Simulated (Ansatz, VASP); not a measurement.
**Te: VASP beside Ansatz**

```xyz
1
Lattice="-1.9260 1.9260 1.9260 1.9260 -1.9260 1.9260 1.9260 1.9260 -1.9260" Properties=species:S:1:pos:R:3 pbc="T T T"
Te    0.0000    0.0000    0.0000
```

Alike in both runs: functional PBE; k mesh 15 × 15 × 15; occupations fermi-dirac, width 0.05 eV; no spin polarisation.

Ansatz relaxed the structure, and its values are those at the end. VASP's run is a single point on that final structure, the one shown.

|  | VASP | Ansatz |
| --- | --- | --- |
| version | VASP 6.6.1 | Ansatz 0.2.0 |
| potentials or method | VASP PAW PBE potentials, release 64 (Te) | PAW with Ansatz's default frozen-core files, scalar-relativistic |
| plane-wave cutoff (eV) | 520 | 420 |
| valence electrons in the cell | 6 | 16 |

```tsv
	VASP	Ansatz	Ansatz less VASP
pressure (GPa)	-0.1	0.0	+0.09
```

With one functional, cell and mesh, what is left measures potentials, basis and numerics. VASP's potentials hold 6 valence electrons a cell and Ansatz's 16, so a difference there can come from the potentials and not from the codes.

Spin-orbit coupling is off throughout.
